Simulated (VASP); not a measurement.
Ag, 1 atom in the cell. It takes space group Fm-3m (No. 225, cubic). The conventional cell has a = 3.890 Å, b = 3.890 Å, c = 3.890 Å, α = 90.00°, β = 90.00°, γ = 90.00°. Ag (site symmetry m-3m) has 12 Ag at 2.75 Å within 3.6 Å. 

- Program: VASP 6.6.1
- Task: single point
- Functional: LDA
- Potentials or basis: VASP PAW LDA potentials, release 64 (Ag)
- Cutoff: 520 eV
- k mesh: 22 × 22 × 22
- Occupations: fermi-dirac, width 0.1 eV
- Spin: no spin polarisation
- Dipole correction: no
- Further INCAR settings: ALGO = Normal; EDIFF = 1e-07; NBANDS = 12

Potentials or basis: VASP PAW LDA potentials, release 64 (Ag).

Run with:

```bash
$ cat potpaw_LDA.64/Ag/POTCAR > POTCAR
$ mpirun -np 1 vasp_std > vasp.out
```

Hardware: 1 thread of Intel Xeon 8259CL, on a shared host.

Q: How long does it take, and how much memory?

A: Run time: 46 s on 1 thread of Intel Xeon 8259CL, with other jobs on the host, peak memory 0.16 GiB. Counts: scf iterations 11, k points 328.
